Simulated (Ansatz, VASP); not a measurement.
# One calculation of HgTe, two programs

```xyz
2
Lattice="0.0000 3.4207 3.0958 3.4207 0.0000 3.0958 3.4207 3.4207 0.0000" Properties=species:S:1:pos:R:3 pbc="T T T"
Hg    0.0000    0.0000    0.0000
Te    1.7104    1.7104    1.5479
```

Change from the starting cell: epitaxial_xy strain +4.0%.

Alike in both runs: task single point; functional r2SCAN; k mesh 6 × 6 × 6; occupations fermi-dirac, width 0.02 eV; no spin polarisation.

|  | VASP | Ansatz |
| --- | --- | --- |
| version | VASP 6.6.1 | Ansatz 0.2.0 |
| potentials or method | VASP PAW PBE potentials, release 64 (Hg, Te) | plane waves, PAW |
| plane-wave cutoff (eV) | 520 | 500 |
| valence electrons in the cell | 18 | 36 |

Ansatz gave:

| Quantity | Value |
| --- | --- |
| pressure (GPa) | -0.9 |
| traceless stress, the component that is largest in VASP (GPa) | 0.85 |

**Question.** What did VASP give for the same quantities?

**Answer.** Pressure (GPa): -0.8; traceless stress, the component that is largest in VASP (GPa): 0.85.

VASP's potentials were made for PBE, not for r2SCAN. VASP's potentials hold 18 valence electrons a cell and Ansatz's 36, so a difference there can come from the potentials and not from the codes.

Spin-orbit coupling is off throughout.
